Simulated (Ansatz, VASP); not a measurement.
**Li: VASP beside Ansatz**

File INCAR:

```
  ALGO = Normal
  EDIFF = 1E-6
  ENCUT = 520
  GGA = CA
  ISIF = 2
  ISMEAR = -1
  LASPH = T
  LCHARG = T
  LELF = T
  LREAL = F
  LVHAR = T
  LWAVE = F
  NBANDS = 12
  NELM = 60
  PREC = Accurate
  SIGMA = 0.05
```

The input KPOINTS:

```
k-points
0
Gamma
  12 12 12
```

The input POSCAR:

```
Li
1.0
    1.5505000000      0.8951800000      7.5883000000
   -1.5505000000      0.8951800000      7.5883000000
    0.0000000000     -1.7903600000      7.5883000000
Li
3
Direct
    0.0000000000      0.0000000000      0.0000000000
    0.2220000000      0.2220000000      0.2220000000
    0.7780000000      0.7780000000      0.7780000000
```

Input for Ansatz:

```yaml
crystal:
  lattice:
    - [1.5505, 0.89518, 7.5883]
    - [-1.5505, 0.89518, 7.5883]
    - [0.0, -1.79036, 7.5883]
  atoms:
    - { symbol: Li, position: [0.0, 0.0, 0.0] }
    - { symbol: Li, position: [0.222, 0.22200000000000003, 0.222] }
    - { symbol: Li, position: [0.7779999999999999, 0.778, 0.7779999999999999] }
basis:
  ecutwfc: 476.19925930478996
kpoints:
  mp_grid:
    grid: [12, 12, 12]
hamiltonian:
  xc: lda
scf:
  occupations:
    method: fermi_dirac
    width: 0.05
output:
  forces: true
```

Alike in both runs: task single point; functional LDA; k mesh 12 × 12 × 12; occupations fermi-dirac, width 0.05 eV; no spin polarisation.

|  | VASP | Ansatz |
| --- | --- | --- |
| version | VASP 6.6.1 | Ansatz 0.2.0 |
| potentials or method | VASP PAW LDA potentials, release 64 (Li_sv), cutoff 520 eV | plane waves, PAW |
| valence electrons in the cell | 9 | 9 |

|  | VASP | Ansatz | Ansatz less VASP |
| --- | --- | --- | --- |
| rms of the force components (eV/Å) | 0.004 | 0.004 | -0.0002 |

LDA's correlation is that of Perdew and Zunger in VASP and of Perdew and Wang (1992) in Ansatz. Atom by atom the forces differ by 0.000 eV/Å (rms over components).

Noted on VASP's run: the cutoff is under 1.25 times that of the potentials, so the pressure is a little rough.
